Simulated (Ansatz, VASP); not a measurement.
## One calculation of TiO2, two programs

```
Ti O
1.0
    -1.92921    1.92921    4.85060
     1.92921   -1.92921    4.85060
     1.92921    1.92921   -4.85060
Ti O
2 4
Direct
  0.75000 0.25000 0.50000
  0.00000 0.00000 0.00000
  0.79190 0.79190 0.00000
  0.54190 0.04190 0.50000
  0.95810 0.45810 0.50000
  0.20810 0.20810 0.00000
```

Change from the starting cell: volume scaled by 1.06.

Alike in both runs: task single point; functional PBEsol; k mesh 10 × 10 × 10; occupations fermi-dirac, width 0.05 eV; no spin polarisation.

|  | VASP | Ansatz |
| --- | --- | --- |
| version | VASP 6.6.1 | Ansatz 0.2.0 |
| potentials or method | VASP PAW PBE potentials, release 64 (Ti_sv, O), cutoff 520 eV | all-electron LAPW, scalar-relativistic |

```tsv
	VASP	Ansatz	Ansatz less VASP
gap on the k mesh at the Fermi level (eV)	1.94	1.96	+0.017
least direct gap on the mesh (eV)	2.27	2.28	+0.017
pressure (GPa)	-11.7	-12.2	-0.57
traceless stress, the component that is largest in VASP (GPa)	0.17	0.12	-0.053
rms of the force components (eV/Å)	0.146	0.154	+0.0082
```

VASP's potentials were made for PBE, not for PBEsol. Atom by atom the forces differ by 0.008 eV/Å (rms over components). Ansatz ran all-electron here, and VASP with PAW potentials.
